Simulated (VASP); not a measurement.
A run of VASP 6.6.1:

INCAR

```
ALGO = Normal ; EDIFF = 1E-6
ENCUT = 520 ; GGA = PE
ISIF = 2 ; ISMEAR = 0
ISPIN = 2 ; LASPH = True
LCHARG = False ; LMAXMIX = 4
LORBIT = 11 ; LREAL = False
LWAVE = False ; MAGMOM = 1.78 1.78 1.78 1.78 -0.27 -0.27
NBANDS = 43 ; NELM = 150
PREC = Accurate ; SIGMA = 0.1
```

File KPOINTS:

```
k-points
0
Gamma
  4 4 4
```

The input POSCAR:

```
Fe2Ru
1.0
    0.0000000000      3.2917343642      3.2917343642
    3.2917343642      0.0000000000      3.2917343642
    3.2917343642      3.2917343642      0.0000000000
Fe Ru
4 2
Direct
    0.6250000000      0.6250000000      0.6250000000
    0.1250000000      0.6250000000      0.6250000000
    0.6250000000      0.6250000000      0.1250000000
    0.6250000000      0.1250000000      0.6250000000
    0.0000000000      0.0000000000      0.0000000000
    0.2500000000      0.2500000000      0.2500000000
```

Potentials or basis: VASP PAW PBE potentials, release 64 (Fe, Ru_pv).

Command:

```console
$ cat potpaw_PBE.64/Fe/POTCAR potpaw_PBE.64/Ru_pv/POTCAR > POTCAR
$ mpirun -np 1 vasp_std > vasp.out
```

Hardware: 1 thread of Oxide Virtual Turin-like Processor, on a shared host.

Question: How long does it take, and how much memory?

Answer: It took 78 s on 1 thread of Oxide Virtual Turin-like Processor (shared host), peak memory 0.22 GiB. Counts: scf iterations 16, k points 8.
